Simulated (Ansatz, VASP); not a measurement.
Sn2C3 in VASP and in Ansatz

```
CELL_PARAMETERS angstrom
3.60191 0.00000 0.00000
-1.80095 3.11935 0.00000
0.00000 0.00000 6.37997
ATOMIC_POSITIONS crystal
Sn 0.33333 0.66667 0.23622
Sn 0.66667 0.33333 0.76378
C 0.00000 0.00000 0.00000
C 0.33333 0.66667 0.65235
C 0.66667 0.33333 0.34765
```

Alike in both runs: functional PBE; k mesh 12 × 12 × 6; occupations gaussian, width 0.1 eV; no spin polarisation.

Ansatz relaxed the structure, and its values are those at the end. VASP's run is a single point on that final structure, the one shown.

|  | VASP | Ansatz |
| --- | --- | --- |
| version | VASP 6.6.1 | Ansatz 0.2.0 |
| potentials or method | VASP PAW PBE potentials, release 64 (Sn_d, C), cutoff 520 eV | scalar-relativistic, plane waves, PAW |
| valence electrons in the cell | 40 | 40 |

```tsv
	VASP	Ansatz	Ansatz less VASP
gap on the k mesh at the Fermi level (eV)	none	none	-
pressure (GPa)	0.0	0.0	-0.03
```

A gap of «none» marks a metal or a gap that the smearing closes.
